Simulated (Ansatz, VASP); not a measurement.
Two plane-wave programs on Mg2Sn

INCAR

```
SYSTEM = Mg2Sn
ALGO = Normal
EDIFF = 1E-6
ENCUT = 600
GGA = PS
GGA_COMPAT = .False.
ISIF = 2
ISMEAR = 0
LASPH = .True.
LCHARG = .False.
LREAL = .False.
LWAVE = .False.
NBANDS = 16
NELM = 120
PREC = Accurate
SIGMA = 0.1
```

Contents of KPOINTS:

```
k-points
0
Gamma
  12 12 12
  0 0 0
```

POSCAR

```
Mg2Sn
1.0
    0.0000000000      3.2413942779      3.2413942779
    3.2413942779      0.0000000000      3.2413942779
    3.2413942779      3.2413942779      0.0000000000
Mg Sn
2 1
Direct
    0.2500000000      0.2500000000      0.2500000000
    0.7500000000      0.7500000000      0.7500000000
    0.0000000000      0.0000000000      0.0000000000
```

Input for Ansatz:

```yaml
crystal:
  lattice:
    - [0.0, 3.2413942779, 3.2413942779]
    - [3.2413942779, 0.0, 3.2413942779]
    - [3.2413942779, 3.2413942779, 0.0]
  atoms:
    - { symbol: Mg, position: [0.25, 0.25, 0.25] }
    - { symbol: Mg, position: [0.75, 0.75, 0.75] }
    - { symbol: Sn, position: [0.0, 0.0, 0.0] }
basis:
  ecutwfc: 420
kpoints:
  mp_grid: { grid: [12, 12, 12] }
hamiltonian:
  xc: pbesol
scf:
  occupations: { method: gaussian, width: 0.1 }
output:
  forces: true
  stress: true
  eigenvalues: true
```

Alike in both runs: task single point; functional PBEsol; k mesh 12 × 12 × 12; occupations gaussian, width 0.1 eV; no spin polarisation.

|  | VASP | Ansatz |
| --- | --- | --- |
| version | VASP 6.6.1 | Ansatz 0.2.0 |
| potentials or method | VASP PAW PBE potentials, release 64 (Mg, Sn_d), cutoff 600 eV | scalar-relativistic, plane waves, PAW |
| valence electrons in the cell | 18 | 34 |

```csv
,VASP,Ansatz,Ansatz less VASP
gap on the k mesh at the Fermi level (eV),none,none,-
pressure (GPa),6.6,6.7,+0.04
```

VASP's potentials were made for PBE, not for PBEsol. A gap of «none» marks a metal or a gap that the smearing closes. The functional is the same, so the differences come from potentials, cutoffs and numerics. VASP's potentials hold 18 valence electrons a cell and Ansatz's 34, so a difference there can come from the potentials and not from the codes.
